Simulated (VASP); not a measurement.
# Ge (P4_32_12) in VASP: a series of runs

The runs below take Ge through single point, with PBE.

Program: VASP 6.6.1. These are calculated values, not measurements. Logs are shortened: lines on timing, memory, paths and dates and some standing lists are left out, and cuts for length are marked.

## Step 1: The cell of the first run

Symmetry: P4_32_12, No. 96, tetragonal system. The conventional cell has a = 6.008 Å, b = 6.008 Å, c = 7.072 Å, α = 90.00°, β = 90.00°, γ = 90.00°. Within 3.3 Å of Ge (site symmetry 2) lie 4 Ge at 2.51 to 2.52 Å. Ge (site symmetry 1) has 4 Ge at 2.51 to 2.55 Å within 3.3 Å.

## Step 2: Single point, PBE (21.27 Å³/atom)

Input file INCAR:

```
PREC = Accurate
ENCUT = 500
EDIFF = 1E-6
ISMEAR = -1
SIGMA = 0.02
LREAL = F
LASPH = T
NELM = 120
ALGO = Normal
ISIF = 2
LWAVE = F
LCHARG = T
GGA = PE
LVHAR = T
NBANDS = 96
GGA_COMPAT = F
KPAR = 4
```

Input file KPOINTS:

```
regular mesh
0
Gamma
  8 8 7
```

Input file POSCAR:

```
Ge
1.0
    6.0080352646      0.0000000000      0.0000000000
    0.0000000000      6.0080352646      0.0000000000
    0.0000000000      0.0000000000      7.0718526387
Ge
12
Direct
    0.0881455962      0.0881455962      0.0000000000
    0.4118544038      0.5881455962      0.7500000000
    0.9118544038      0.9118544038      0.5000000000
    0.5881455962      0.4118544038      0.2500000000
    0.1718258255      0.3699262401      0.2544001706
    0.1300737599      0.6718258255      0.0044001706
    0.8281741745      0.6300737599      0.7544001706
    0.8699262401      0.3281741745      0.5044001706
    0.6718258255      0.1300737599     -0.0044001706
    0.6300737599      0.8281741745      0.2455998294
    0.3281741745      0.8699262401      0.4955998294
    0.3699262401      0.1718258255      0.7455998294
```

Potentials or basis: VASP PAW PBE potentials, release 64 (Ge_d).

Command:

```bash
> cat potpaw_PBE.64/Ge_d/POTCAR > POTCAR
> mpirun -np 4 vasp_std > vasp.out
```

OUTCAR:

```text
PREC = Accurate
   ENCUT = 500
   EDIFF = 1E-6
   ISMEAR = -1
   LREAL = F
   LASPH = T
   NELM = 120
   ISIF = 2
   GGA = PE

 ion  position               nearest neighbor table
   1  0.088  0.088  0.000-   6 2.51   9 2.51   5 2.52  12 2.52
   2  0.412  0.588  0.750-   7 2.51  12 2.51  11 2.52   6 2.52
   3  0.912  0.912  0.500-   8 2.51  11 2.51  10 2.52   7 2.52
   4  0.588  0.412  0.250-   5 2.51  10 2.51   9 2.52   8 2.52
   5  0.172  0.370  0.254-   4 2.51   1 2.52   6 2.55   8 2.55
   6  0.130  0.672  0.004-   1 2.51   2 2.52   5 2.55   7 2.55
   7  0.828  0.630  0.754-   2 2.51   3 2.52   6 2.55   8 2.55
   8  0.870  0.328  0.504-   3 2.51   4 2.52   5 2.55   7 2.55
   9  0.672  0.130  0.996-   1 2.51   4 2.52  10 2.55  12 2.55
  10  0.630  0.828  0.246-   4 2.51   3 2.52   9 2.55  11 2.55
  11  0.328  0.870  0.496-   3 2.51   2 2.52  10 2.55  12 2.55
  12  0.370  0.172  0.746-   2 2.51   1 2.52   9 2.55  11 2.55

  LATTYP: Found a simple tetragonal cell.
 ALAT       =     6.0080352646
 C/A-ratio  =     1.1770657673

  Lattice vectors:

 A1 = (   6.0080352646,   0.0000000000,   0.0000000000)
 A2 = (   0.0000000000,   6.0080352646,   0.0000000000)
 A3 = (   0.0000000000,   0.0000000000,   7.0718526387)

Analysis of symmetry for initial positions (statically):
=====================================================================
 Subroutine PRICEL returns:
 Original cell was already a primitive cell.

 Routine SETGRP: Setting up the symmetry group for a
 simple tetragonal supercell.

 Subroutine GETGRP returns: Found  8 space group operations
 (whereof  2 operations were pure point group operations)
 out of a pool of 16 trial point group operations.

The static configuration has the point symmetry C_2 .
 The point group associated with its full space group is D_4 .

Analysis of symmetry for dynamics (positions and initial velocities):
=====================================================================
 Subroutine PRICEL returns:
 Original cell was already a primitive cell.

 Routine SETGRP: Setting up the symmetry group for a
 simple tetragonal supercell.

 Subroutine GETGRP returns: Found  8 space group operations
 (whereof  2 operations were pure point group operations)
 out of a pool of 16 trial point group operations.

The dynamic configuration has the point symmetry C_2 .
 The point group associated with its full space group is D_4 .

 Subroutine INISYM returns: Found  8 space group operations
 (whereof  2 operations are pure point group operations),
 and found     1 'primitive' translations

----------------------------------------------------------------------------------------

                                     Primitive cell

  volume of cell :     255.2690

  direct lattice vectors                    reciprocal lattice vectors
     6.008035265  0.000000000  0.000000000     0.166443763  0.000000000  0.000000000
     0.000000000  6.008035265  0.000000000     0.000000000  0.166443763  0.000000000
     0.000000000  0.000000000  7.071852639     0.000000000  0.000000000  0.141405661

  length of vectors
     6.008035265  6.008035265  7.071852639     0.166443763  0.166443763  0.141405661

  position of ions in fractional coordinates (direct lattice)
     0.088145596  0.088145596  0.000000000
     0.411854404  0.588145596  0.750000000
     0.911854404  0.911854404  0.500000000
     0.588145596  0.411854404  0.250000000
     0.171825826  0.369926240  0.254400171
     0.130073760  0.671825826  0.004400171
     0.828174174  0.630073760  0.754400171
     0.869926240  0.328174174  0.504400171
     0.671825826  0.130073760  0.995599829
     0.630073760  0.828174174  0.245599829
     0.328174174  0.869926240  0.495599829
     0.369926240  0.171825826  0.745599829

  ion indices of the primitive-cell ions
   primitive index   ion index
                 1           1
                 2           2
                 3           3
                 4           4
                 5           5
                 6           6
                 7           7
                 8           8
                 9           9
                10          10
                11          11
                12          12

----------------------------------------------------------------------------------------

 KPOINTS: regular mesh

Automatic generation of k-mesh.
 Grid dimensions read from file:
 generate k-points for:    8    8    7

 Generating k-lattice:

  Cartesian coordinates                     Fractional coordinates (reciprocal lattice)
     0.020805470  0.000000000  0.000000000     0.125000000  0.000000000  0.000000000
     0.000000000  0.020805470  0.000000000     0.000000000  0.125000000  0.000000000
     0.000000000  0.000000000  0.020200809     0.000000000  0.000000000  0.142857143

  Length of vectors
     0.020805470  0.020805470  0.020200809

  Shift w.r.t. Gamma in fractional coordinates (k-lattice)
     0.000000000  0.000000000  0.000000000

 Subroutine IBZKPT returns following result:
 ===========================================

 Found     60 irreducible k-points:

 Following reciprocal coordinates:
            Coordinates               Weight
  0.000000  0.000000  0.000000      1.000000
  0.125000  0.000000  0.000000      4.000000
  0.250000  0.000000  0.000000      4.000000
  0.375000  0.000000  0.000000      4.000000
  0.500000  0.000000  0.000000      2.000000
  0.125000  0.125000  0.000000      4.000000
[... 16 lines left out ...]
  0.375000  0.125000  0.142857     16.000000
  0.500000  0.125000  0.142857      8.000000
 [... further k-points ...]
   k-points           NKPTS =     60   k-points in BZ     NKDIM =     60   number of bands    NBANDS=     96
   number of dos      NEDOS =    301   number of ions     NIONS =     12
   total plane-waves  NPLWV = 124416
   dimension x,y,z NGX =    48 NGY =   48 NGZ =   54
   dimension x,y,z NGXF=    96 NGYF=   96 NGZF=  108
   ions per type =              12
   NGX,Y,Z   is equivalent  to a cutoff of  13.28, 13.28, 12.69 a.u.
   NGXF,Y,Z  is equivalent  to a cutoff of  26.56, 26.56, 25.39 a.u.
 SYSTEM =  unknown system
   PREC   = accura    normal or accurate (medium, high low for compatibility)
   ISTART =      0    job   : 0-new  1-cont  2-samecut
   ICHARG =      2    charge: 1-file 2-atom 10-const
   ISPIN  =      1    spin polarized calculation?
   LNONCOLLINEAR =      F non collinear calculations
   LSORBIT =      F    spin-orbit coupling
   LASPH  =      T    aspherical Exc in radial PAW
   ENCUT  =  500.0 eV  36.75 Ry    6.06 a.u.  10.95 10.95 12.89*2*pi/ulx,y,z
   NELM   =    120;   NELMIN=  2; NELMDL= -5     # of ELM steps
   EDIFF  = 0.1E-05   stopping-criterion for ELM
   LREAL  =      F    real-space projection
   EDIFFG = 0.1E-04   stopping-criterion for IOM
   NSW    =      0    number of steps for IOM
   IBRION =     -1    ionic relax: 0-MD 1-quasi-New 2-CG
   NFREE  =      0    steps in history (QN), initial steepest desc. (CG)
   ISIF   =      2    stress and relaxation
   ISYM   =      2    0-nonsym 1-usesym 2-fastsym
   POTIM  = 0.5000    time-step for ionic-motion
   TEBEG  =    0.0;   TEEND  =   0.0 temperature during run
   PSTRESS=    0.0 pullay stress
   NELECT =     168.0000    total number of electrons
   NUPDOWN=      -1.0000    fix difference up-down
   EMIN   =  10.00;   EMAX   =-10.00  energy-range for DOS
   EFERMI =   0.00;   METHOD = LEGACY
   ISMEAR =    -1;   SIGMA  =   0.02  broadening in eV -4-tet -1-fermi 0-gaus
   EFERMI_NEDOS =   21; number of points for ismear=-14 and -15
   IALGO  =     38    algorithm
   IMIX   =      4    mixing-type and parameters
     AMIX     =   0.40;   BMIX     =  1.00
     AMIX_MAG =   1.60;   BMIX_MAG =  1.00
  volume/ion in A,a.u.               =      21.27       143.55
  Fermi-wavevector in a.u.,A,eV,Ry     =   1.424006  2.690981 27.589807  2.027794
  Thomas-Fermi vector in A             =   2.544543
   LORBIT       =      0    0 simple, 1 ext, 2 COOP (PROOUT), +10 PAW based schemes
   GGA     = PE    functional components
   LHFCALC =     F    Hartree Fock is set to
   AEXX    =    0.0000 exact exchange contribution
   IVDW    =     0    specifies the selected vdW correction
   LEPSILON=     F    determine dielectric tensor
   LRPA    =     F    only Hartree local field effects (RPA)
 non-spin polarized calculation
  energy-cutoff  :      500.00
  volume of cell :      255.27
 maximum number of plane-waves:      6512
 NGX is ok and might be reduce to    48
   NGX = 21   NGY = 21   NGZ = 25

 number of electron     168.0000104 magnetization

 Free energy of the ion-electron system (eV)
  ---------------------------------------------------
  ext. energy  EPLUGINS =         0.00000000
  ---------------------------------------------------
  free energy    TOTEN  =       -52.49443021 eV

  energy without entropy =      -52.49443000  energy(sigma->0) =      -52.49443010

 E-fermi :   5.1663     XC(G=0): -10.4546

 val. band max:        4.9322924371   @ k =   0.3750   0.3750   0.0000
 cond. band min:       5.3793208502   @ k =   0.3750   0.3750   0.0000
 fundamental gap:      0.4470284131
 Fermi energy:         5.1662760086

 k-point     1 :       0.0000    0.0000    0.0000
  band No.  band energies     occupation
      1     -19.3699      2.00000
      2     -19.3460      2.00000
      3     -19.3460      2.00000
      4     -19.3307      2.00000
      5     -19.3307      2.00000
      6     -19.3298      2.00000
[... 88 lines left out ...]
     95       9.6493      0.00000
     96       9.6493      0.00000

 k-point     2 :       0.1250    0.0000    0.0000
  band No.  band energies     occupation
      1     -19.3684      2.00000
      2     -19.3469      2.00000
      3     -19.3449      2.00000
      4     -19.3339      2.00000
      5     -19.3308      2.00000
      6     -19.3298      2.00000
[... 2167 lines left out ...]
     95       9.3197      0.00000
     96       9.4011      0.00000

 k-point    24 :       0.5000    0.1250    0.1429
  band No.  band energies     occupation
      1     -19.3526      2.00000
      2     -19.3526      2.00000
      3     -19.3504      2.00000
      4     -19.3504      2.00000
      5     -19.3298      2.00000
      6     -19.3298      2.00000
[... 88 lines left out ...]
     95       9.3646      0.00000
     96       9.3646      0.00000

 [... further k-points ...]
[... 5 lines left out ...]
  --------------------------------------------------------------------------------------
  -------------------------------------------------------------------------------------
  Total        0.7127637      0.7127637      0.9057455      0.0000000      0.0000000      0.0000000
  in kB        4.4736091      4.4736091      5.6848452      0.0000000      0.0000000      0.0000000
  external PRESSURE =       4.8773545 kB  Pullay stress =       0.0000000 kB

 VOLUME and BASIS-vectors are now :
 -----------------------------------------------------------------------------
  energy-cutoff  :      500.00
  volume of cell :      255.27
      direct lattice vectors                 reciprocal lattice vectors
     6.008035265  0.000000000  0.000000000     0.166443763  0.000000000  0.000000000
     0.000000000  6.008035265  0.000000000     0.000000000  0.166443763  0.000000000
     0.000000000  0.000000000  7.071852639     0.000000000  0.000000000  0.141405661

 POSITION                                       TOTAL-FORCE (eV/Angst)
 -----------------------------------------------------------------------------------
      0.52958      0.52958      0.00000        -0.001466     -0.001466     -0.000000
      2.47444      3.53360      5.30389         0.001466     -0.001466     -0.000000
      5.47845      5.47845      3.53593         0.001466      0.001466     -0.000000
      3.53360      2.47444      1.76796        -0.001466      0.001466     -0.000000
      1.03234      2.22253      1.79908        -0.013003      0.011117      0.004095
      0.78149      4.03635      0.03112        -0.011117     -0.013003      0.004095
      4.97570      3.78551      5.33501         0.013003     -0.011117      0.004095
      5.22655      1.97168      3.56704         0.011117      0.013003      0.004095
      4.03635      0.78149      7.04074        -0.013003     -0.011117     -0.004095
      3.78551      4.97570      1.73685        -0.011117      0.013003     -0.004095
      1.97168      5.22655      3.50481         0.013003      0.011117     -0.004095
      2.22253      1.03234      5.27277         0.011117     -0.013003     -0.004095
 -----------------------------------------------------------------------------------
    total drift:                                0.000000     -0.000000     -0.000000

  FREE ENERGIE OF THE ION-ELECTRON SYSTEM (eV)
  ---------------------------------------------------
  free  energy   TOTEN  =       -52.4944302111 eV

  energy  without entropy=      -52.4944299981  energy(sigma->0) =      -52.49443010
```

It took 6.1 min on 4 MPI ranks of Intel Xeon Platinum 8488C (Sapphire Rapids), shared host; peak memory 0.94 GiB.

Results:

```
Free energy            : -52.4944 eV
Pressure               : 0.5 GPa
Largest force          : 0.018 eV/Å
Band gap on the k mesh : 0.45 eV
```

Forces on the atoms (eV/Å):
```
Ge  -0.001 -0.001  0.000
Ge   0.001 -0.001  0.000
Ge   0.001  0.001  0.000
Ge  -0.001  0.001  0.000
Ge  -0.013  0.011  0.004
Ge  -0.011 -0.013  0.004
Ge   0.013 -0.011  0.004
Ge   0.011  0.013  0.004
Ge  -0.013 -0.011 -0.004
Ge  -0.011  0.013 -0.004
Ge   0.013  0.011 -0.004
Ge   0.011 -0.013 -0.004
```

A k mesh can miss the band edges.

## Step 3: Single point, PBE (z stretched by -2 %, then relaxed in part)

Input file INCAR:

```
PREC = Accurate
ENCUT = 500
EDIFF = 1E-6
ISMEAR = -1
SIGMA = 0.02
LREAL = False
LASPH = True
NELM = 120
ALGO = Normal
ISIF = 2
LWAVE = False
LCHARG = False
GGA = PE
NBANDS = 96
GGA_COMPAT = False
KPAR = 4
```

KPOINTS is that of step 2.

Input file POSCAR:

```
Ge
1.0
    5.9300000000      0.0000000000      0.0000000000
    0.0000000000      5.9300000000      0.0000000000
    0.0000000000      0.0000000000      6.8404000000
Ge
12
Direct
    0.0917095194      0.0917095194      0.0000000000
    0.4082904806      0.5917095194      0.7500000000
    0.9082904806      0.9082904806      0.5000000000
    0.5917095194      0.4082904806      0.2500000000
    0.1750016499      0.3689521564      0.2646467989
    0.1310478436      0.6750016499      0.0146467989
    0.8249983501      0.6310478436      0.7646467989
    0.8689521564      0.3249983501      0.5146467989
    0.6750016499      0.1310478436     -0.0146467989
    0.6310478436      0.8249983501      0.2353532011
    0.3249983501      0.8689521564      0.4853532011
    0.3689521564      0.1750016499      0.7353532011
```

Potentials or basis: VASP PAW PBE potentials, release 64 (Ge_d).

Command:

```bash
> cat potpaw_PBE.64/Ge_d/POTCAR > POTCAR
> mpirun -np 4 vasp_std > vasp.out
```

OUTCAR:

```text
PREC = Accurate
   ENCUT = 500
   EDIFF = 1E-6
   ISMEAR = -1
   LREAL = False
   LASPH = True
   NELM = 120
   ISIF = 2
   GGA = PE

 ion  position               nearest neighbor table
   1  0.092  0.092  0.000-   6 2.48   9 2.48   5 2.49  12 2.49
   2  0.408  0.592  0.750-   7 2.48  12 2.48  11 2.49   6 2.49
   3  0.908  0.908  0.500-   8 2.48  11 2.48  10 2.49   7 2.49
   4  0.592  0.408  0.250-   5 2.48  10 2.48   9 2.49   8 2.49
   5  0.175  0.369  0.265-   4 2.48   1 2.49   6 2.51   8 2.51
   6  0.131  0.675  0.015-   1 2.48   2 2.49   5 2.51   7 2.51
   7  0.825  0.631  0.765-   2 2.48   3 2.49   6 2.51   8 2.51
[... 2609 lines left out ...]
  energy-cutoff  :      500.00
  volume of cell :      240.54
      direct lattice vectors                 reciprocal lattice vectors
     5.930000000  0.000000000  0.000000000     0.168634064  0.000000000  0.000000000
     0.000000000  5.930000000  0.000000000     0.000000000  0.168634064  0.000000000
     0.000000000  0.000000000  6.840400000     0.000000000  0.000000000  0.146190281

 POSITION                                       TOTAL-FORCE (eV/Angst)
 -----------------------------------------------------------------------------------
      0.54384      0.54384      0.00000         0.000487      0.000487      0.000000
      2.42116      3.50884      5.13030        -0.000487      0.000487      0.000000
      5.38616      5.38616      3.42020        -0.000487     -0.000487      0.000000
      3.50884      2.42116      1.71010         0.000487     -0.000487     -0.000000
      1.03776      2.18789      1.81029         0.001088     -0.001828     -0.001126
      0.77711      4.00276      0.10019         0.001828      0.001088     -0.001126
      4.89224      3.74211      5.23049        -0.001088      0.001828     -0.001126
      5.15289      1.92724      3.52039        -0.001828     -0.001088     -0.001126
      4.00276      0.77711      6.74021         0.001088      0.001828      0.001126
      3.74211      4.89224      1.60991         0.001828     -0.001088      0.001126
      1.92724      5.15289      3.32001        -0.001088     -0.001828      0.001126
      2.18789      1.03776      5.03011        -0.001828      0.001088      0.001126
 -----------------------------------------------------------------------------------
    total drift:                                0.000000     -0.000000     -0.000000

  FREE ENERGIE OF THE ION-ELECTRON SYSTEM (eV)
  ---------------------------------------------------
  free  energy   TOTEN  =       -52.2777432121 eV

  energy  without entropy=      -52.2777431273  energy(sigma->0) =      -52.27774317
```

stdout:

```text
POSCAR found type information on POSCAR Ge
 POSCAR found :  1 types and      12 ions
 scaLAPACK will be used
 LDA part: xc-table for (Slater+PW92), standard interpolation
 POSCAR, INCAR and KPOINTS ok, starting setup
 FFT: planning ... GRIDC
 FFT: planning ... GRID_SOFT
 FFT: planning ... GRID
 WAVECAR not read
 entering main loop
```

It took 7.5 min on 4 MPI ranks of Intel Xeon Platinum 8375C at 2.90GHz (Ice Lake), shared host; peak memory 0.91 GiB.

Results:

- Free energy: -52.2777 eV
- Pressure: 4.1 GPa
- Band gap on the k mesh: 0.48 eV

Forces in eV/Å, atoms in the order of the input:
```
Ge   0.000  0.000  0.000
Ge   0.000  0.000  0.000
Ge   0.000  0.000  0.000
Ge   0.000  0.000  0.000
Ge   0.001 -0.002 -0.001
Ge   0.002  0.001 -0.001
Ge  -0.001  0.002 -0.001
Ge  -0.002 -0.001 -0.001
Ge   0.001  0.002  0.001
Ge   0.002 -0.001  0.001
Ge  -0.001 -0.002  0.001
Ge  -0.002  0.001  0.001
```

Stress tensor (GPa, compression positive):
```
3.86 0.00 0.00
0.00 3.86 0.00
0.00 0.00 4.45
```

Levels at points of the mesh, in eV from the valence-band top:
```csv
k point,band 80,band 81,band 82,band 83,band 84,band 85,band 86,band 87,band 88,band 89
"(0.00, 0.00, 0.00)",-1.75,-1.18,-1.14,-1.14,-0.19,1.36,1.60,1.60,2.37,3.17
"(0.50, 0.00, 0.00)",-1.98,-0.57,-0.57,-0.17,-0.17,1.06,1.06,2.17,2.17,2.55
"(0.50, 0.50, 0.00)",-1.22,-0.30,-0.30,-0.12,-0.12,1.12,1.12,1.50,1.50,1.70
```

Caveat: the cell differs from its parent crystal (z stretched by -2 %, then relaxed in part); the cell stands under pressure. A k mesh can miss the band edges.
